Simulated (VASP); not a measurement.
Set up this calculation in VASP 6.6.1, as the native input.

```
Task                   : single point
Functional             : r2SCAN
Potentials or basis    : VASP PAW PBE potentials, release 64 (Al)
Cutoff                 : 520 eV
k mesh                 : 12 × 12 × 16
Occupations            : gaussian, width 0.1 eV
Spin                   : no spin polarisation
Dipole correction      : no
Further INCAR settings : ALGO = Normal; EDIFF = 1e-07; NBANDS = 12
```

Crystal: Al.

```
CELL_PARAMETERS angstrom
4.54733 0.00000 0.00000
-2.27367 3.93811 0.00000
0.00000 0.00000 2.75776
ATOMIC_POSITIONS crystal
Al 0.00000 0.00000 0.00000
Al 0.33333 0.66667 0.50000
Al 0.66667 0.33333 0.50000
```

The input as run:

POSCAR

```
Al
1.0
    4.5473338687      0.0000000000      0.0000000000
   -2.2736669343      3.9381066498      0.0000000000
    0.0000000000      0.0000000000      2.7577648066
Al
3
Direct
    0.0000000000      0.0000000000      0.0000000000
    0.3333333333      0.6666666667      0.5000000000
    0.6666666667      0.3333333333      0.5000000000
```

INCAR.step1

```
SYSTEM = Al
  PREC = Accurate
  ENCUT = 520
  ISMEAR = 0
  SIGMA = 0.1
  LREAL = .FALSE.
  LASPH = .TRUE.
  NELM = 60
  NBANDS = 12
  GGA = PE
  ALGO = Normal
  EDIFF = 1E-4
  LWAVE = .TRUE.
  LCHARG = .FALSE.
```

INCAR.step2

```
SYSTEM = Al
  PREC = Accurate
  ENCUT = 520
  EDIFF = 1E-7
  ISMEAR = 0
  SIGMA = 0.1
  LREAL = .FALSE.
  LASPH = .TRUE.
  NELM = 60
  ALGO = Normal
  ISIF = 2
  LWAVE = .FALSE.
  LCHARG = .FALSE.
  METAGGA = R2SCAN
  LMIXTAU = .TRUE.
  NBANDS = 12
  ISTART = 1
```

KPOINTS

```
regular mesh
0
G
  12 12 16
  0 0 0
```

Potentials or basis: VASP PAW PBE potentials, release 64 (Al).

Launch:

```bash
$ cat potpaw_PBE.64/Al/POTCAR > POTCAR
$ cp INCAR.step1 INCAR
$ mpirun -np 1 vasp_std > vasp.out
$ cp INCAR.step2 INCAR
$ mpirun -np 1 vasp_std > vasp.out
```

It gave:

```
Pressure : -0.3 GPa
```

Caveat: the PAW data sets were made with another functional, which shifts forces and pressure a little.

Wall time 2.1 min on 1 thread of Intel(R) Xeon(R) 6975P-C (Granite Rapids) (shared host), peak memory 0.22 GiB.
